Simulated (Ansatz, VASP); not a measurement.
NaI in VASP and in Ansatz

```
Na I
1.0
     0.00000    3.22963    3.22963
     3.31424    0.00000    3.22963
     3.31424    3.22963    0.00000
Na I
1 1
Direct
  0.00000 0.00000 0.00000
  0.50000 0.50000 0.50000
```

Change from the starting cell: uniaxial_x strain +2.6%.

Alike in both runs: task single point; functional PBE; k mesh 8 × 8 × 8; occupations fermi-dirac, width 0.02 eV; no spin polarisation.

|  | VASP | Ansatz |
| --- | --- | --- |
| version | VASP 6.6.1 | Ansatz 0.2.0 |
| potentials or method | VASP PAW PBE potentials, release 64 (Na_pv, I) | plane waves, PAW |
| plane-wave cutoff (eV) | 520 | 420 |
| valence electrons in the cell | 14 | 26 |

|  | VASP | Ansatz | Ansatz less VASP |
| --- | --- | --- | --- |
| gap on the k mesh at the Fermi level (eV) | 3.57 | 3.58 | +0.003 |
| pressure (GPa) | 0.1 | 0.1 | -0.01 |
| traceless stress, the component that is largest in VASP (GPa) | -0.37 | -0.37 | +0.003 |

VASP's potentials hold 14 valence electrons a cell and Ansatz's 26, so a difference there can come from the potentials and not from the codes.

Spin-orbit coupling is off throughout.
